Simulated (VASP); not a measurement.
# CdSe (P6_3/mmc) in VASP: single point with HSE06

Aim: the single point of CdSe with HSE06.

Everything below comes from runs of VASP 6.6.1. Logs are shortened: lines on timing, memory, paths and dates and some standing lists are left out, and cuts for length are marked.

## Step 1: The cell of the first run

The structure is hexagonal, space group P6_3/mmc (No. 194). Conventional cell: a = 4.023 Å, b = 4.023 Å, c = 6.650 Å, α = 90.00°, β = 90.00°, γ = 120.00°. Cd (site symmetry -3m) has 6 Se at 2.86 Å and 2 Cd at 3.33 Å within 3.8 Å. Within 3.8 Å of Se (site symmetry -6m2) lie 6 Cd at 2.86 Å.

## Step 2: Single point, HSE06

Input file POSCAR:

```
CdSe
1.0
    4.0225389306      0.0000000000      0.0000000000
   -2.0112694653      3.4836209016      0.0000000000
    0.0000000000      0.0000000000      6.6502335006
Cd Se
2 2
Direct
    0.0000000000      0.0000000000      0.0000000000
    0.0000000000      0.0000000000      0.5000000000
    0.3333333333      0.6666666667      0.2500000000
    0.6666666667      0.3333333333      0.7500000000
```

Input file INCAR.step1:

```
PREC = Accurate
ENCUT = 520
EDIFF = 1E-5
ISMEAR = -1
SIGMA = 0.02
LREAL = F
LASPH = T
NELM = 100
ALGO = Normal
ISIF = 2
LWAVE = T
LCHARG = F
GGA = PE
NBANDS = 26
KPAR = 4
```

Input file INCAR.step2:

```
PREC = Accurate
ENCUT = 520
EDIFF = 1E-6
ISMEAR = -1
SIGMA = 0.02
LREAL = F
LASPH = T
NELM = 100
ALGO = Normal
ISIF = 2
LWAVE = F
LCHARG = F
GGA = PE
LHFCALC = T
HFSCREEN = 0.2079
PRECFOCK = Normal
ISTART = 1
NBANDS = 26
KPAR = 4
```

Input file KPOINTS:

```
regular mesh
0
Gamma
  6 6 2
```

Potentials or basis: VASP PAW PBE potentials, release 64 (Cd, Se).

Run with:

```console
cat potpaw_PBE.64/Cd/POTCAR potpaw_PBE.64/Se/POTCAR > POTCAR
cp INCAR.step1 INCAR
mpirun -np 4 vasp_std > vasp.out
cp INCAR.step2 INCAR
mpirun -np 4 vasp_std > vasp.out
```

OUTCAR:

```text
PREC = Accurate
   ENCUT = 520
   EDIFF = 1E-6
   ISMEAR = -1
   LREAL = F
   LASPH = T
   NELM = 100
   ISIF = 2
   GGA = PE
   LHFCALC = T
   HFSCREEN = 0.2079
   PRECFOCK = Normal
   ISTART = 1

 ion  position               nearest neighbor table
   1  0.000  0.000  0.000-   3 2.86   4 2.86   3 2.86   4 2.86   4 2.86   3 2.86   2 3.33   2 3.33

   2  0.000  0.000  0.500-   3 2.86   4 2.86   3 2.86   4 2.86   4 2.86   3 2.86   1 3.33   1 3.33

   3  0.333  0.667  0.250-   1 2.86   2 2.86   1 2.86   2 2.86   1 2.86   2 2.86
   4  0.667  0.333  0.750-   1 2.86   2 2.86   1 2.86   2 2.86   1 2.86   2 2.86

  LATTYP: Found a hexagonal cell.
 ALAT       =     4.0225389306
 C/A-ratio  =     1.6532427940

  Lattice vectors:

 A1 = (   4.0225389306,   0.0000000000,   0.0000000000)
 A2 = (  -2.0112694653,   3.4836209016,   0.0000000000)
 A3 = (   0.0000000000,   0.0000000000,   6.6502335006)

Analysis of symmetry for initial positions (statically):
=====================================================================
 Subroutine PRICEL returns:
 Original cell was already a primitive cell.

 Routine SETGRP: Setting up the symmetry group for a
 hexagonal supercell.

 Subroutine GETGRP returns: Found 24 space group operations
 (whereof 12 operations were pure point group operations)
 out of a pool of 24 trial point group operations.

The static configuration has the point symmetry D_3d.
 The point group associated with its full space group is D_6h.

Analysis of symmetry for dynamics (positions and initial velocities):
=====================================================================
 Subroutine PRICEL returns:
 Original cell was already a primitive cell.

 Routine SETGRP: Setting up the symmetry group for a
 hexagonal supercell.

 Subroutine GETGRP returns: Found 24 space group operations
 (whereof 12 operations were pure point group operations)
 out of a pool of 24 trial point group operations.

The dynamic configuration has the point symmetry D_3d.
 The point group associated with its full space group is D_6h.

 Subroutine INISYM returns: Found 24 space group operations
 (whereof 12 operations are pure point group operations),
 and found     1 'primitive' translations

----------------------------------------------------------------------------------------
[... 91 lines left out ...]
   NFREE  =      0    steps in history (QN), initial steepest desc. (CG)
   ISIF   =      2    stress and relaxation
   ISYM   =      3    0-nonsym 1-usesym 2-fastsym
   POTIM  = 0.5000    time-step for ionic-motion
   TEBEG  =    0.0;   TEEND  =   0.0 temperature during run
   PSTRESS=    0.0 pullay stress
   NELECT =      36.0000    total number of electrons
   NUPDOWN=      -1.0000    fix difference up-down
   EMIN   =  10.00;   EMAX   =-10.00  energy-range for DOS
   EFERMI =   0.00;   METHOD = LEGACY
   ISMEAR =    -1;   SIGMA  =   0.02  broadening in eV -4-tet -1-fermi 0-gaus
   EFERMI_NEDOS =   21; number of points for ismear=-14 and -15
   IALGO  =     38    algorithm
   IMIX   =      1    mixing-type and parameters
     AMIX     =   0.40;   BMIX     =  1.00
     AMIX_MAG =   1.60;   BMIX_MAG =  1.00
  volume/ion in A,a.u.               =      23.30       157.22
  Fermi-wavevector in a.u.,A,eV,Ry     =   1.192302  2.253124 19.341829  1.421584
  Thomas-Fermi vector in A             =   2.328344
   LORBIT       =      0    0 simple, 1 ext, 2 COOP (PROOUT), +10 PAW based schemes
   GGA     = PE    functional components
   LHFCALC =     T    Hartree Fock is set to
   PRECFOCK=normal    Normal, Fast or Accurate (Low or Medium for compatibility)
   ENCUT4O =  -1.0   cutoff for four orbital integrals eV
   NKREDX  =     1    reduce k-point grid by
   NKREDY  =     1    reduce k-point grid by
   NKREDZ  =     1    reduce k-point grid by
   AEXX    =    0.2500 exact exchange contribution
   HFSCREEN=    0.2079 screening length (either q_TF or 0.3 A-1)
   HFSCREENC=   0.2079 screening length for correlation (either q_TF or 0.3 A-1)
   ENCUTFOCK=  -1.0 apply spherical cutoff to Coloumb kernel
   IVDW    =     0    specifies the selected vdW correction
   LEPSILON=     F    determine dielectric tensor
   LRPA    =     F    only Hartree local field effects (RPA)
 non-spin polarized calculation
  energy-cutoff  :      520.00
  volume of cell :       93.19
 maximum number of plane-waves:      2539
 NGX is ok and might be reduce to    30
  NGX = 24; NGY = 24; NGZ = 40

 number of electron      36.0000013 magnetization

 Free energy of the ion-electron system (eV)
  ---------------------------------------------------
  ext. energy  EPLUGINS =         0.00000000
  ---------------------------------------------------
  free energy    TOTEN  =       -12.96797072 eV

  energy without entropy =      -12.96797072  energy(sigma->0) =      -12.96797072

 E-fermi :   2.3184     XC(G=0):  -8.3289

 val. band max:        1.9064660865   @ k =   0.1667   0.0000   0.0000
 cond. band min:       2.6998262135   @ k =   0.0000   0.0000   0.0000
 fundamental gap:      0.7933601271
 Fermi energy:         2.3183505298

 k-point     1 :       0.0000    0.0000    0.0000
  band No.  band energies     occupation
      1     -12.3185      2.00000
      2     -11.2714      2.00000
      3      -7.7247      2.00000
      4      -7.7081      2.00000
      5      -7.7081      2.00000
      6      -7.4118      2.00000
[... 395 lines left out ...]
     25      11.5202      0.00000
     26      11.5202      0.00000

------------------------ aborting loop because EDIFF is reached ----------------------------------------

  FORCE on cell =-STRESS in cart. coord.  units (eV):
  Direction    XX          YY          ZZ          XY          YZ          ZX
  --------------------------------------------------------------------------------------
  -------------------------------------------------------------------------------------
  Total        0.1210086      0.1210086      0.1378690      0.0000000      0.0000000      0.0000000
  in kB        2.0804569      2.0804569      2.3703326      0.0000000      0.0000000      0.0000000
  external PRESSURE =       2.1770822 kB  Pullay stress =       0.0000000 kB

 VOLUME and BASIS-vectors are now :
 -----------------------------------------------------------------------------
  energy-cutoff  :      520.00
  volume of cell :       93.19
      direct lattice vectors                 reciprocal lattice vectors
     4.022538931  0.000000000  0.000000000     0.248599210  0.143528821  0.000000000
    -2.011269465  3.483620902  0.000000000     0.000000000  0.287057642  0.000000000
     0.000000000  0.000000000  6.650233501     0.000000000  0.000000000  0.150370660

 POSITION                                       TOTAL-FORCE (eV/Angst)
 -----------------------------------------------------------------------------------
      0.00000      0.00000      0.00000        -0.000000      0.000000      0.000000
      0.00000      0.00000      3.32512         0.000000      0.000000      0.000000
     -0.00000      2.32241      1.66256         0.000000     -0.000000     -0.000000
      2.01127      1.16121      4.98768         0.000000      0.000000      0.000000
 -----------------------------------------------------------------------------------
    total drift:                                0.000000     -0.000000     -0.000000

  FREE ENERGIE OF THE ION-ELECTRON SYSTEM (eV)
  ---------------------------------------------------
  free  energy   TOTEN  =       -12.9679707244 eV

  energy  without entropy=      -12.9679707242  energy(sigma->0) =      -12.96797072
```

Run time: 25 min. Hardware: 4 MPI ranks of Intel Xeon Platinum 8375C at 2.90GHz (Ice Lake), shared host; peak memory 0.34 GiB.

What came out:

```
Free energy            : -12.9680 eV
Pressure               : 0.2 GPa
Band gap on the k mesh : 0.79 eV (least direct gap 0.85 eV)
```

Caveat: the k points lie up to 0.47 Å⁻¹ apart; the PAW data sets were made with another functional, which shifts forces and pressure a little. A k mesh can miss the band edges.
